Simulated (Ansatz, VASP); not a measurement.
**Two plane-wave programs on Cd**

```xyz
1
Lattice="1.6123 0.9309 2.4191 -1.6123 0.9309 2.4191 0.0000 -1.8617 2.4191" Properties=species:S:1:pos:R:3 pbc="T T T"
Cd    0.0000    0.0000    0.0000
```

Alike in both runs: task single point; functional PBE; k mesh 18 × 18 × 18; occupations gaussian, width 0.1 eV; no spin polarisation.

|  | VASP | Ansatz |
| --- | --- | --- |
| version | VASP 6.6.1 | Ansatz 0.2.0 |
| potentials or method | VASP PAW PBE potentials, release 64 (Cd), cutoff 520 eV | scalar-relativistic, plane waves, PAW |
| valence electrons in the cell | 12 | 20 |

Ansatz gave:

| Quantity | Value |
| --- | --- |
| gap on the k mesh at the Fermi level (eV) | none |
| pressure (GPa) | 2.4 |
| traceless stress, the component that is largest in VASP (GPa) | 0.07 |

Problem. What did VASP give for the same quantities?

Solution. gap on the k mesh at the Fermi level (eV): none; pressure (GPa): 2.8; traceless stress, the component that is largest in VASP (GPa): 0.15.

A gap of «none» marks a metal or a gap that the smearing closes. The functional is the same, so the differences come from potentials, cutoffs and numerics. VASP's potentials hold 12 valence electrons a cell and Ansatz's 20, so a difference there can come from the potentials and not from the codes.
